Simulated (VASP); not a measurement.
# Ca (I4/mmm) in VASP: further runs

Runs on Ca. Level: PBE. Tasks: single point.

Everything below comes from runs of VASP 6.6.1. Logs are shortened: lines on timing, memory, paths and dates and some standing lists are left out, and cuts for length are marked.

### 1 The cell of the first run

It takes space group I4/mmm (No. 139, tetragonal). Conventional cell: a = 4.150 Å, b = 4.150 Å, c = 4.960 Å, α = 90.00°, β = 90.00°, γ = 90.00°. Within 5.0 Å of Ca (site symmetry 4/mmm) lie 14 Ca at 3.84 to 4.96 Å.

### 2 Single point, PBE

Contents of INCAR:

```
SYSTEM = Ca
  PREC = Accurate
  ENCUT = 520
  EDIFF = 1E-6
  ISMEAR = 0
  SIGMA = 0.15
  LREAL = .False.
  LASPH = .True.
  NELM = 60
  ALGO = Fast
  ISIF = 2
  LWAVE = .False.
  LCHARG = .False.
  GGA = PE
  NBANDS = 11
```

Contents of KPOINTS:

```
regular mesh
0
Gamma
  18 18 18
  0 0 0
```

Contents of POSCAR:

```
Ca
1.0
   -2.0751772654      2.0751772654      2.4799477917
    2.0751772654     -2.0751772654      2.4799477917
    2.0751772654      2.0751772654     -2.4799477917
Ca
1
Direct
    0.5000000000      0.5000000000      0.0000000000
```

Potentials or basis: VASP PAW PBE potentials, release 64 (Ca_sv).

Started as:

```
cat potpaw_PBE.64/Ca_sv/POTCAR > POTCAR
mpirun -np 1 vasp_std > vasp.out
```

OUTCAR:

```text
SYSTEM = Ca
   PREC = Accurate
   ENCUT = 520
   EDIFF = 1E-6
   ISMEAR = 0
   LREAL = .False.
   LASPH = .True.
   NELM = 60
   ISIF = 2
   GGA = PE

 ion  position               nearest neighbor table
   1  0.500  0.500  0.000-

  LATTYP: Found a body centered tetragonal cell.
 ALAT       =     4.1503545308
 C/A-ratio  =     1.1950534699

  Lattice vectors:

 A1 = (  -2.0751772654,   2.0751772654,   2.4799477917)
 A2 = (   2.0751772654,  -2.0751772654,   2.4799477917)
 A3 = (   2.0751772654,   2.0751772654,  -2.4799477917)

Analysis of symmetry for initial positions (statically):
=====================================================================
 Subroutine PRICEL returns:
 Original cell was already a primitive cell.

 Routine SETGRP: Setting up the symmetry group for a
 body centered tetragonal supercell.

 Subroutine GETGRP returns: Found 16 space group operations
 (whereof 16 operations were pure point group operations)
 out of a pool of 16 trial point group operations.

The static configuration has the point symmetry D_4h.

Analysis of symmetry for dynamics (positions and initial velocities):
=====================================================================
 Subroutine PRICEL returns:
 Original cell was already a primitive cell.

 Routine SETGRP: Setting up the symmetry group for a
 body centered tetragonal supercell.

 Subroutine GETGRP returns: Found 16 space group operations
 (whereof 16 operations were pure point group operations)
 out of a pool of 16 trial point group operations.

The dynamic configuration has the point symmetry D_4h.

 Subroutine INISYM returns: Found 16 space group operations
 (whereof 16 operations are pure point group operations),
 and found     1 'primitive' translations

----------------------------------------------------------------------------------------

                                     Primitive cell

  volume of cell :      42.7182

  direct lattice vectors                    reciprocal lattice vectors
    -2.075177265  2.075177265  2.479947792     0.000000000  0.240943272  0.201617148
     2.075177265 -2.075177265  2.479947792     0.240943272  0.000000000  0.201617148
     2.075177265  2.075177265 -2.479947792     0.240943272  0.240943272  0.000000000

  length of vectors
     3.842247053  3.842247053  3.842247053     0.314170550  0.314170550  0.340745243

  position of ions in fractional coordinates (direct lattice)
     0.500000000  0.500000000  0.000000000

  ion indices of the primitive-cell ions
   primitive index   ion index
                 1           1

----------------------------------------------------------------------------------------

 KPOINTS: regular mesh

Automatic generation of k-mesh.
 Grid dimensions read from file:
 generate k-points for:   18   18   18

 Generating k-lattice:

  Cartesian coordinates                     Fractional coordinates (reciprocal lattice)
     0.000000000  0.013385737  0.011200953     0.055555556  0.000000000  0.000000000
     0.013385737  0.000000000  0.011200953     0.000000000  0.055555556  0.000000000
     0.013385737  0.013385737  0.000000000     0.000000000  0.000000000  0.055555556

  Length of vectors
     0.017453919  0.017453919  0.018930291

  Shift w.r.t. Gamma in fractional coordinates (k-lattice)
     0.000000000  0.000000000  0.000000000

 Subroutine IBZKPT returns following result:
 ===========================================

 Found    480 irreducible k-points:

 Following reciprocal coordinates:
            Coordinates               Weight
  0.000000  0.000000  0.000000      1.000000
  0.055556  0.000000 -0.000000      8.000000
  0.111111  0.000000 -0.000000      8.000000
  0.166667  0.000000 -0.000000      8.000000
  0.222222  0.000000  0.000000      8.000000
  0.277778  0.000000 -0.000000      8.000000
[... 16 lines left out ...]
 -0.277778  0.055556  0.000000     16.000000
 -0.222222  0.055556  0.000000     16.000000
 [... further k-points ...]
   k-points           NKPTS =    480   k-points in BZ     NKDIM =    480   number of bands    NBANDS=     11
   number of dos      NEDOS =    301   number of ions     NIONS =      1
   total plane-waves  NPLWV =  27000
   dimension x,y,z NGX =    30 NGY =   30 NGZ =   30
   dimension x,y,z NGXF=    60 NGYF=   60 NGZF=   60
   ions per type =               1
   NGX,Y,Z   is equivalent  to a cutoff of  12.98, 12.98, 12.98 a.u.
   NGXF,Y,Z  is equivalent  to a cutoff of  25.96, 25.96, 25.96 a.u.
 SYSTEM =  Ca
   PREC   = accura    normal or accurate (medium, high low for compatibility)
   ISTART =      0    job   : 0-new  1-cont  2-samecut
   ICHARG =      2    charge: 1-file 2-atom 10-const
   ISPIN  =      1    spin polarized calculation?
   LNONCOLLINEAR =      F non collinear calculations
   LSORBIT =      F    spin-orbit coupling
   LASPH  =      T    aspherical Exc in radial PAW
   ENCUT  =  520.0 eV  38.22 Ry    6.18 a.u.   7.14  7.14  7.14*2*pi/ulx,y,z
   NELM   =     60;   NELMIN=  2; NELMDL= -5     # of ELM steps
   EDIFF  = 0.1E-05   stopping-criterion for ELM
   LREAL  =      F    real-space projection
   EDIFFG = 0.1E-04   stopping-criterion for IOM
   NSW    =      0    number of steps for IOM
   IBRION =     -1    ionic relax: 0-MD 1-quasi-New 2-CG
   NFREE  =      0    steps in history (QN), initial steepest desc. (CG)
   ISIF   =      2    stress and relaxation
   ISYM   =      2    0-nonsym 1-usesym 2-fastsym
   POTIM  = 0.5000    time-step for ionic-motion
   TEBEG  =    0.0;   TEEND  =   0.0 temperature during run
   PSTRESS=    0.0 pullay stress
   NELECT =      10.0000    total number of electrons
   NUPDOWN=      -1.0000    fix difference up-down
   EMIN   =  10.00;   EMAX   =-10.00  energy-range for DOS
   EFERMI =   0.00;   METHOD = LEGACY
   ISMEAR =     0;   SIGMA  =   0.15  broadening in eV -4-tet -1-fermi 0-gaus
   EFERMI_NEDOS =   21; number of points for ismear=-14 and -15
   IALGO  =     68    algorithm
   IMIX   =      4    mixing-type and parameters
     AMIX     =   0.40;   BMIX     =  1.00
     AMIX_MAG =   1.60;   BMIX_MAG =  1.00
  volume/ion in A,a.u.               =      42.72       288.28
  Fermi-wavevector in a.u.,A,eV,Ry     =   1.008952  1.906643 13.850516  1.017984
  Thomas-Fermi vector in A             =   2.141851
   LORBIT       =      0    0 simple, 1 ext, 2 COOP (PROOUT), +10 PAW based schemes
   GGA     = PE    functional components
   LHFCALC =     F    Hartree Fock is set to
   AEXX    =    0.0000 exact exchange contribution
   IVDW    =     0    specifies the selected vdW correction
   LEPSILON=     F    determine dielectric tensor
   LRPA    =     F    only Hartree local field effects (RPA)
 non-spin polarized calculation
 RMM-DIIS sequential band-by-band and
 Gauss-broadening in eV      SIGMA  =   0.15
  energy-cutoff  :      520.00
  volume of cell :       42.72
 maximum number of plane-waves:      1173
 NGX is ok and might be reduce to    30
   NGX = 15   NGY = 15   NGZ = 15

 number of electron      10.0000000 magnetization

 Free energy of the ion-electron system (eV)
  ---------------------------------------------------
  ext. energy  EPLUGINS =         0.00000000
  ---------------------------------------------------
  free energy    TOTEN  =        -1.92809710 eV

  energy without entropy =       -1.91228554  energy(sigma->0) =       -1.92019132

 E-fermi :   1.9308     XC(G=0):  -7.6976

 val. band max:        1.9285875137   @ k =  -0.1667   0.4444   0.1667
 cond. band min:       1.9327710429   @ k =  -0.3889   0.4444   0.3333
 fundamental gap:      0.0041835292
 Fermi energy:         1.9308003138

 k-point     1 :       0.0000    0.0000    0.0000
  band No.  band energies     occupation
      1     -40.1348      2.00000
      2     -21.0559      2.00000
      3     -21.0559      2.00000
      4     -21.0453      2.00000
      5      -2.0892      2.00000
      6       4.1030      0.00000
      7       4.1030      0.00000
      8       4.7412      0.00000
      9       4.7788      0.00000
     10       5.5382      0.00000
     11      11.2362      0.00000

 k-point     2 :       0.0556    0.0000   -0.0000
  band No.  band energies     occupation
      1     -40.1344      2.00000
      2     -21.0586      2.00000
      3     -21.0569      2.00000
      4     -21.0468      2.00000
      5      -2.0361      2.00000
      6       4.0816      0.00000
      7       4.1178      0.00000
      8       4.7230      0.00000
      9       4.7726      0.00000
     10       5.5159      0.00000
     11      11.2864      0.00000

 k-point     3 :       0.1111    0.0000   -0.0000
  band No.  band energies     occupation
      1     -40.1333      2.00000
      2     -21.0687      2.00000
      3     -21.0599      2.00000
      4     -21.0489      2.00000
      5      -1.8783      2.00000
      6       3.9934      0.00000
      7       4.1430      0.00000
      8       4.6970      0.00000
      9       4.7773      0.00000
     10       5.4607      0.00000
     11      11.3211      0.00000

 k-point     4 :       0.1667    0.0000   -0.0000
  band No.  band energies     occupation
      1     -40.1315      2.00000
      2     -21.0860      2.00000
      3     -21.0644      2.00000
      4     -21.0501      2.00000
      5      -1.6207      2.00000
      6       3.8050      0.00000
      7       4.1304      0.00000
      8       4.7067      0.00000
      9       4.8513      0.00000
     10       5.4013      0.00000
     11      10.6668      0.00000

 k-point     5 :       0.2222    0.0000    0.0000
  band No.  band energies     occupation
      1     -40.1293      2.00000
      2     -21.1079      2.00000
      3     -21.0700      2.00000
      4     -21.0509      2.00000
      5      -1.2714      2.00000
      6       3.5286      0.00000
      7       4.0568      0.00000
      8       4.7409      0.00000
      9       5.0280      0.00000
     10       5.3735      0.00000
     11       9.7748      0.00000
[... 211 lines left out ...]
 k-point    21 :      -0.3889    0.0556    0.0000
  band No.  band energies     occupation
      1     -40.1236      2.00000
      2     -21.1631      2.00000
      3     -21.0848      2.00000
      4     -21.0549      2.00000
      5      -0.0075      2.00000
      6       2.6095      0.00000
      7       3.7591      0.00000
      8       4.6861      0.00000
      9       5.6055      0.00000
     10       5.7503      0.00000
     11       7.8016      0.00000

 k-point    22 :      -0.3333    0.0556    0.0000
  band No.  band energies     occupation
      1     -40.1255      2.00000
      2     -21.1441      2.00000
      3     -21.0794      2.00000
      4     -21.0544      2.00000
      5      -0.5211      2.00000
      6       2.9858      0.00000
      7       3.8621      0.00000
      8       4.7193      0.00000
      9       5.3936      0.00000
     10       5.5628      0.00000
     11       8.4705      0.00000

 k-point    23 :      -0.2778    0.0556    0.0000
  band No.  band energies     occupation
      1     -40.1278      2.00000
      2     -21.1222      2.00000
      3     -21.0733      2.00000
      4     -21.0537      2.00000
      5      -0.9873      2.00000
      6       3.3258      0.00000
      7       3.9851      0.00000
      8       4.7398      0.00000
      9       5.1179      0.00000
     10       5.4632      0.00000
     11       9.2847      0.00000

 k-point    24 :      -0.2222    0.0556    0.0000
  band No.  band energies     occupation
      1     -40.1300      2.00000
      2     -21.1001      2.00000
      3     -21.0672      2.00000
      4     -21.0526      2.00000
      5      -1.3838      2.00000
      6       3.6170      0.00000
      7       4.1071      0.00000
      8       4.7398      0.00000
      9       4.8876      0.00000
     10       5.4188      0.00000
     11      10.1756      0.00000

 [... further k-points ...]

------------------------ aborting loop because EDIFF is reached ----------------------------------------

  FORCE on cell =-STRESS in cart. coord.  units (eV):
  Direction    XX          YY          ZZ          XY          YZ          ZX
  --------------------------------------------------------------------------------------
  -------------------------------------------------------------------------------------
  Total       -0.0907190     -0.0907190      0.0035681      0.0000000     -0.0000000      0.0000000
  in kB       -3.4024812     -3.4024812      0.1338225      0.0000000     -0.0000000      0.0000000
  external PRESSURE =      -2.2237133 kB  Pullay stress =       0.0000000 kB

 VOLUME and BASIS-vectors are now :
 -----------------------------------------------------------------------------
  energy-cutoff  :      520.00
  volume of cell :       42.72
      direct lattice vectors                 reciprocal lattice vectors
    -2.075177265  2.075177265  2.479947792     0.000000000  0.240943272  0.201617148
     2.075177265 -2.075177265  2.479947792     0.240943272  0.000000000  0.201617148
     2.075177265  2.075177265 -2.479947792     0.240943272  0.240943272  0.000000000

 POSITION                                       TOTAL-FORCE (eV/Angst)
 -----------------------------------------------------------------------------------
      0.00000      0.00000      2.47995         0.000000      0.000000      0.000000
 -----------------------------------------------------------------------------------
    total drift:                                0.000000     -0.000000      0.000000

  FREE ENERGIE OF THE ION-ELECTRON SYSTEM (eV)
  ---------------------------------------------------
  free  energy   TOTEN  =        -1.9280970999 eV

  energy  without entropy=       -1.9122855444  energy(sigma->0) =       -1.92019132
```

Run time: 1.7 min. Hardware: 1 thread of Intel Xeon 6975P-C (Granite Rapids), shared host; peak memory 0.34 GiB.

Results:

```
Free energy            : -1.9281 eV
Pressure               : -0.2 GPa
Band gap on the k mesh : zero (band 5 reaches 2.15 eV, above the bottom of band 6 at 1.78 eV)
```

Levels at points of the mesh, in eV from the Fermi level:
```
           k point  band 1  band 2  band 3  band 4  band 5  band 6  band 7  band 8  band 9  band 10
(0.00, 0.00, 0.00)  -42.07  -22.99  -22.99  -22.98   -4.02    2.17    2.17    2.81    2.85     3.61
(0.50, 0.00, 0.00)  -42.05  -23.12  -23.02  -22.98   -0.97   -0.15    1.74    2.70    3.78     4.23
(0.50, 0.50, 0.00)  -42.05  -23.11  -23.03  -23.00   -0.64    0.43    0.82    3.80    3.90     4.39
(0.50, 0.50, 0.50)  -42.04  -23.10  -23.06  -23.06   -0.16    0.31    2.19    4.03    4.20     4.20
```

(Continued in part 2 of 2.)
